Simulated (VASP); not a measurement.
A run of VASP 6.6.1 is set up as follows.

Contents of INCAR:

```
SYSTEM = GeSb4Te4
PREC = Accurate
ENCUT = 520
EDIFF = 1E-6
ISMEAR = -1
SIGMA = 0.1896
LREAL = Auto
LASPH = .TRUE.
NELM = 80
ALGO = Normal
ISIF = 2
LWAVE = .FALSE.
LCHARG = .FALSE.
GGA = PE
NBANDS = 73
ISYM = 0
```

KPOINTS

```
Automatic mesh
0
Gamma
  1 1 1
  0.25 0.25 0.25
```

POSCAR

```
GeSb4Te4
1.0
    8.0204470000      0.0365690000     -0.2582360000
    0.0365690000      8.8728170000     -0.1270320000
   -0.2582360000     -0.1270320000      8.3859190000
Ge Sb Te
2 8 8
Direct
    0.6442632971      0.5068744120      0.6871021825
    0.6912597724      0.0776239743      0.3044114649
    0.0921164360      0.4383850842      0.5845710785
    0.8183248866      0.6540425010      0.1295716394
    0.2234142355      0.9667708503      0.8284122984
    0.6282435431      0.9942868771      0.9320780883
    0.0920156752      0.7211143253      0.3819617570
    0.3932985741      0.1967074112      0.4093881644
    0.4860199234      0.6932825305      0.9192509381
    0.0932411136      0.0445679207      0.5174344952
    0.4090337224      0.4533895362      0.1681728874
   -0.0281063171      0.1128933008      0.1674521300
    0.7610106382      0.4456371614      0.3965093776
    0.1595362074      0.7421250222      0.0417736706
    0.9245925431      0.4024415900      0.8531551569
    0.8013459989      0.9626739378      0.5877109928
    0.3706001148      0.7070338911      0.5828122380
    0.4583469015      0.2262359628      0.7500203469
```

Potentials or basis: VASP PAW PBE potentials, release 64 (Ge_d, Sb, Te).

Command:

```console
$ cat potpaw_PBE.64/Ge_d/POTCAR potpaw_PBE.64/Sb/POTCAR potpaw_PBE.64/Te/POTCAR > POTCAR
$ mpirun -np 1 vasp_std > vasp.out
```

(1) Predict the largest force.

(2) Predict the pressure.

(3) Predict the band gap on the k mesh.

## Answers

(1) 3.152 eV/Å.

(2) 4.0 GPa.

(3) 0.25 eV.

Caveat: the k points lie up to 0.78 Å⁻¹ apart; spin-orbit coupling is left out, which moves the levels of the heavy elements.
